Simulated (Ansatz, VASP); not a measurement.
## One calculation of Sc3Al5N8, two programs

```
CELL_PARAMETERS angstrom
6.59581 -0.00042 -0.00450
-3.29827 5.71277 0.00000
-0.00689 -0.00398 10.13897
ATOMIC_POSITIONS crystal
Al 0.33784 0.16819 0.75063
Al 0.17028 0.83514 0.98751
Al 0.16770 0.83385 0.50955
Al 0.33784 0.66964 0.75063
Al 0.66861 0.32974 0.99588
Al 0.82910 0.16455 0.25025
Al 0.66238 0.33309 0.50290
Al 0.66861 0.83887 0.99588
Al 0.66238 0.82929 0.50290
Al 0.82676 0.66338 0.74882
Sc 0.16532 0.33266 0.99006
Sc 0.33744 0.16157 0.24454
Sc 0.16846 0.33423 0.49837
Sc 0.33744 0.67587 0.24454
Sc 0.82340 0.16170 0.74164
Sc 0.83751 0.66876 0.24295
N 0.14951 0.32475 0.20183
N 0.33998 0.15339 0.45169
N 0.18251 0.34125 0.70841
N 0.34691 0.15976 0.94003
N 0.16647 0.83323 0.17313
N 0.33998 0.68658 0.45169
N 0.16461 0.83230 0.69965
N 0.34691 0.68715 0.94003
N 0.67994 0.32534 0.18373
N 0.81058 0.15529 0.44671
N 0.65498 0.34429 0.69055
N 0.81516 0.15758 0.94288
N 0.67994 0.85459 0.18373
N 0.83530 0.66765 0.45324
N 0.65498 0.81069 0.69055
N 0.83119 0.66560 0.94106
```

Alike in both runs: functional PBE; k mesh 4 × 4 × 3; no spin polarisation.

Ansatz relaxed the structure, and its values are those at the end. VASP's run is a single point on that final structure, the one shown.

|  | VASP | Ansatz |
| --- | --- | --- |
| version | VASP 6.6.1 | Ansatz 0.2.0 |
| potentials or method | VASP PAW PBE potentials, release 64 (Al, Sc_sv, N) | scalar-relativistic, plane waves, PAW |
| plane-wave cutoff (eV) | 520 | 420 |
| occupations | gaussian, width 0.01 eV | fixed |
| valence electrons in the cell | 176 | 176 |

Ansatz gave:

```
gap on the k mesh at the Fermi level (eV) : 3.41
least direct gap on the mesh (eV)         : 3.45
pressure (GPa)                            : 0.7
rms of the force components (eV/Å)        : 0.000
```

Question: What did VASP give for the same quantities?

Answer: gap on the k mesh at the Fermi level (eV): 3.42; least direct gap on the mesh (eV): 3.45; pressure (GPa): 1.0; rms of the force components (eV/Å): 0.027.

Ansatz's warnings: stress scf threshold loose.
